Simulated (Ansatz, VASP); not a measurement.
One calculation of Ge, two programs

Contents of INCAR:

```
SYSTEM = Ge
PREC = Accurate
ENCUT = 520
EDIFF = 1E-6
ISMEAR = -1
SIGMA = 0.02
LREAL = .FALSE.
LASPH = .TRUE.
NELM = 60
ALGO = Normal
ISIF = 2
LWAVE = .FALSE.
LCHARG = .FALSE.
LDIPOL = .TRUE.
IDIPOL = 3
DIPOL = 0.5 0.5 0.500
GGA = PS
NBANDS = 36
```

File KPOINTS:

```
regular mesh
0
G
  7 5 1
  0 0 0
```

The input POSCAR:

```
Ge
1.0
    4.0132784970      0.0000000000      0.0000000000
    0.0000000000      5.6756328800      0.0000000000
    0.0000000000      0.0000000000     18.0066000000
Ge
4
Direct
    0.0000000000      0.3750000000      0.4442804514
    0.5000000000      0.1250000000      0.4442804514
    0.5000000000      0.8750000000      0.5557195486
    0.0000000000      0.6250000000      0.5557195486
```

Input for Ansatz:

```yaml
crystal:
  lattice:
    - [4.013278497, 0.0, 0.0]
    - [0.0, 5.67563288, 0.0]
    - [0.0, 0.0, 18.0066]
  atoms:
    - { symbol: Ge, position: [0.0, 0.375, 0.4442804514] }
    - { symbol: Ge, position: [0.5, 0.125, 0.4442804514] }
    - { symbol: Ge, position: [0.5, 0.875, 0.5557195486] }
    - { symbol: Ge, position: [0.0, 0.625, 0.5557195486] }
kpoints:
  mp_grid: { grid: [7, 5, 1] }
scf:
  occupations: { method: fermi_dirac, width: 0.02 }
hamiltonian:
  xc: pbesol
  pseudopotentials: { kind: all_electron, lapw: { basis_error: 0.001 } }
output:
  forces: true
  stress: true
  eigenvalues: true
  populations: true
  dos: { projected: true, de: 0.2, e_range: [-14, 8] }
efield:
  axis: 3
  amplitude: 0
  dipole_correction: true
```

Alike in both runs: task single point; functional PBEsol; k mesh 7 × 5 × 1; occupations fermi-dirac, width 0.02 eV; no spin polarisation.

|  | VASP | Ansatz |
| --- | --- | --- |
| version | VASP 6.6.1 | Ansatz 0.2.0 |
| potentials or method | VASP PAW PBE potentials, release 64 (Ge_d), cutoff 520 eV | all-electron LAPW, scalar-relativistic |

```csv
,VASP,Ansatz,Ansatz less VASP
rms of the force components (eV/Å),0.201,0.200,-0.0007
```

VASP's potentials were made for PBE, not for PBEsol. Atom by atom the forces differ by 0.001 eV/Å (rms over components). Ansatz ran all-electron here, and VASP with PAW potentials.
